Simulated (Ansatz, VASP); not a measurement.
# Two plane-wave programs on CuO

Contents of INCAR:

```
PREC = Accurate
ENCUT = 520
EDIFF = 1E-7
ISMEAR = -1
SIGMA = 0.1
LREAL = F
LASPH = T
NELM = 150
ALGO = Normal
ISIF = 2
LWAVE = F
LCHARG = F
ISPIN = 2
MAGMOM = 1 1 0 0
LORBIT = 11
LMAXMIX = 4
LDAU = T
LDAUTYPE = 2
LDAUL = 2 -1
LDAUU = 4 0
LDAUJ = 0 0
LDAUPRINT = 1
GGA = PE
NBANDS = 29
```

File KPOINTS:

```
Automatic mesh
0
Gamma
  7 7 4
```

POSCAR

```
CuO
1.0
    2.3446500000     -1.7134000000      0.0000000000
    2.3446500000      1.7134000000      0.0000000000
   -0.8605500000      0.0000000000      5.0594400000
Cu O
2 2
Direct
    0.0032000000      0.4968000000      0.0000000000
    0.4968000000      0.0032000000      0.5000000000
    0.5714000000      0.4056000000      0.2537000000
    0.4056000000      0.5714000000      0.7537000000
```

Input for Ansatz:

```yaml
crystal:
  lattice:
    - [2.34465, -1.7134, 0.0]
    - [2.34465, 1.7134, 0.0]
    - [-0.86055, 0.0, 5.05944]
  atoms:
    - { symbol: Cu, position: [0.0032, 0.4968, 0.0], spin: 1.0 }
    - { symbol: Cu, position: [0.4968, 0.0032, 0.5], spin: 1.0 }
    - { symbol: O, position: [0.5714, 0.4056, 0.2537] }
    - { symbol: O, position: [0.4056, 0.5714, 0.7537] }
magnetization:
  spin_polarized: true
hamiltonian:
  xc: pbe
  pseudopotentials: { kind: paw }
  hubbard: { sites: [{ species: Cu, l: d, u_eff: 4.0 }] }
basis:
  ecutwfc: 420
kpoints:
  mp_grid: { grid: [7, 7, 4] }
scf:
  occupations: { method: fermi_dirac, width: 0.1 }
  lower_state_search: "off"
output:
  forces: true
  stress: true
  write_density: true
  write_potential: true
  elf: true
  volumetric_format: npy
```

Alike in both runs: task single point; functional PBE; k mesh 7 × 7 × 4; occupations fermi-dirac, width 0.1 eV; collinear spin; Hubbard terms Cu d U = 4.0 eV.

```csv
,VASP,Ansatz
version,VASP 6.6.1,Ansatz 0.2.0
potentials or method,"VASP PAW PBE potentials, release 64 (Cu, O), cutoff 520 eV","PAW, plane waves, scalar-relativistic"
valence electrons in the cell,34,50
```

```tsv
	VASP	Ansatz	Ansatz less VASP
pressure (GPa)	4.8	8.4	+3.55
traceless stress, the component that is largest in VASP (GPa)	-0.62	-0.59	+0.032
rms of the force components (eV/Å)	0.451	0.481	+0.0293
net moment per atom (μB)	0.49	0.44	-0.046
size of the moment on the site where the two differ most (μB)	0.65	0.56	-0.084
```

Site moments also hang on the region over which each program counts them. The programs project onto different local orbitals, so the same U acts differently, and such runs can settle in different states. Atom by atom the forces differ by 0.030 eV/Å (rms over components). VASP's potentials hold 34 valence electrons a cell and Ansatz's 50, so a difference there can come from the potentials and not from the codes. Ansatz's warnings: filled band counts differ across k points.
